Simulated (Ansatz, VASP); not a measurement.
## Two plane-wave programs on GaN

```
Ga N
1.0
     3.15044    0.00000    0.00000
     0.00000    4.45540    0.00000
     0.00000    0.00000   24.45133
Ga N
7 7
Direct
  0.50000 0.54131 0.31503
  0.00000 0.99559 0.36925
  0.50000 0.49445 0.43606
  0.00000 0.99200 0.50000
  0.50000 0.49445 0.56394
  0.00000 0.99559 0.63075
  0.50000 0.54131 0.68497
  0.00000 0.74145 0.30591
  0.50000 0.24028 0.37074
  0.00000 0.74464 0.43537
  0.50000 0.24255 0.50000
  0.00000 0.74464 0.56463
  0.50000 0.24028 0.62926
  0.00000 0.74145 0.69409
```

Alike in both runs: functional LDA; k mesh 8 × 6 × 1; occupations gaussian, width 0.05 eV; no spin polarisation.

Ansatz relaxed the structure, and its values are those at the end. VASP's run is a single point on that final structure, the one shown.

|  | VASP | Ansatz |
| --- | --- | --- |
| version | VASP 6.6.1 | Ansatz 0.2.0 |
| potentials or method | VASP PAW LDA potentials, release 64 (Ga_d, N), cutoff 520 eV | scalar-relativistic, plane waves, PAW |
| valence electrons in the cell | 126 | 126 |

|  | VASP | Ansatz | Ansatz less VASP |
| --- | --- | --- | --- |
| gap on the k mesh at the Fermi level (eV) | 1.69 | 1.68 | -0.004 |
| least direct gap on the mesh (eV) | 1.73 | 1.72 | -0.004 |
| rms of the force components (eV/Å) | 0.019 | 0.001 | -0.0185 |

LDA's correlation is that of Perdew and Zunger in VASP and of Perdew and Wang (1992) in Ansatz. Ansatz's warnings: xc potential rough in thin density.
